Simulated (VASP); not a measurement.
Wanted: the native input for a VASP 6.6.1 run.

* Task: electric field gradients
* Functional: LDA
* Potentials or basis: VASP PAW LDA potentials, release 64 (Zn, O_h)
* Cutoff: 910 eV
* k mesh: 8 × 8 × 5
* Occupations: fermi-dirac, width 0.01 eV
* Spin: no spin polarisation
* Dipole correction: no
* Second run: hard_potentials
* Further INCAR settings: ALGO = Normal; EDIFF = 1e-08; NBANDS = 26

The structure of ZnO lies in POSCAR:

```
ZnO
1.0
    3.2385310885      0.0000000000      0.0000000000
   -1.6192655442      2.8046501935      0.0000000000
    0.0000000000      0.0000000000      5.1863958566
Zn O
2 2
Direct
    0.3333333333      0.6666666667      0.0000000000
    0.6666666667      0.3333333333      0.5000000000
    0.3333333333      0.6666666667      0.3821000000
    0.6666666667      0.3333333333      0.8821000000
```

This cell differs from its parent crystal: volume scaled by 0.99.

The input as run:

INCAR

```
PREC     = Accurate       # precision mode
ENCUT    = 910            # plane-wave cutoff, eV
EDIFF    = 1E-8           # SCF threshold, eV
ISMEAR   = -1             # smearing method
SIGMA    = 0.01           # smearing width, eV
LREAL    = False          # projectors in reciprocal space
LASPH    = True           # aspherical terms in the spheres
NELM     = 120            # most SCF steps
ALGO     = Normal         # electronic algorithm
ISIF     = 2              # what is computed and relaxed
LWAVE    = False          # write WAVECAR
LCHARG   = False          # write CHGCAR
GGA      = CA             # functional
LEFG     = True         
NBANDS   = 26             # bands
GGA_COMPAT= False
```

KPOINTS

```
Automatic mesh
0
Gamma
  8 8 5
```

Potentials or basis: VASP PAW LDA potentials, release 64 (Zn, O_h).

The run is started by

```sh
$ cat potpaw_LDA.64/Zn/POTCAR potpaw_LDA.64/O_h/POTCAR > POTCAR
$ mpirun -np 1 vasp_std > vasp.out
```

It gave:

The pressure is -4.9 GPa. The largest force is 0.041 eV/Å and the band gap on the k mesh is 0.76 eV, direct.

Caveat: the cutoff is under 1.25 times the usual one of these potentials, so pressure, stress and relaxed cells hold a basis-set (Pulay) error; without QUAD_EFG the Cq values of the log hold for a quadrupole moment of 1 mb, not for the nuclei.

Run time: 59 s on 1 thread of Intel(R) Xeon(R) 6975P-C (Granite Rapids), on a shared host, peak memory 0.23 GiB.
